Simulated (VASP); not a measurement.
Set up this calculation in VASP 6.6.1, as the native input.

| Quantity | Value |
| --- | --- |
| Task | single point |
| Functional | r2SCAN |
| Potentials or basis | VASP PAW PBE potentials, release 64 (Y_sv, S) |
| Cutoff | 520 eV |
| k mesh | 9 × 9 × 9 |
| Occupations | fermi-dirac, width 0.03 eV |
| Spin | no spin polarisation |
| Dipole correction | no |
| Further INCAR settings | ALGO = Normal; EDIFF = 1e-07; NBANDS = 16 |

Crystal: YS.

```
Y S
1.0
     0.00000    2.37666    2.37666
     2.37666    0.00000    2.37666
     2.37666    2.37666    0.00000
Y S
1 1
Direct
  0.50000 0.50000 0.50000
  0.00000 0.00000 0.00000
```

These files were run (other wordings do the same):

POSCAR

```
YS
1.0
    0.0000000000      2.3766569214      2.3766569214
    2.3766569214      0.0000000000      2.3766569214
    2.3766569214      2.3766569214      0.0000000000
Y S
1 1
Direct
    0.5000000000      0.5000000000      0.5000000000
    0.0000000000      0.0000000000      0.0000000000
```

INCAR.step1

```
PREC = Accurate
ENCUT = 520
ISMEAR = -1
SIGMA = 0.03
LREAL = F
LASPH = T
NELM = 80
NBANDS = 16
GGA = PE
ALGO = Normal
EDIFF = 1E-4
LWAVE = T
LCHARG = F
```

INCAR.step2

```
PREC = Accurate
ENCUT = 520
EDIFF = 1E-7
ISMEAR = -1
SIGMA = 0.03
LREAL = F
LASPH = T
NELM = 80
ALGO = Normal
ISIF = 2
LWAVE = F
LCHARG = F
METAGGA = R2SCAN
LMIXTAU = T
NBANDS = 16
ISTART = 1
```

KPOINTS

```
regular mesh
0
Gamma
  9 9 9
```

Potentials or basis: VASP PAW PBE potentials, release 64 (Y_sv, S).

Run with:

```bash
$ cat potpaw_PBE.64/Y_sv/POTCAR potpaw_PBE.64/S/POTCAR > POTCAR
$ cp INCAR.step1 INCAR
$ mpirun -np 1 vasp_std > vasp.out
$ cp INCAR.step2 INCAR
$ mpirun -np 1 vasp_std > vasp.out
```

Results of the run:

- Pressure: 115.3 GPa

Caveat: the PAW data sets were made with another functional, which shifts forces and pressure a little.

Wall time 80 s on 1 thread of Intel(R) Xeon(R) Platinum 8488C (Sapphire Rapids) (shared host), peak memory 0.19 GiB.
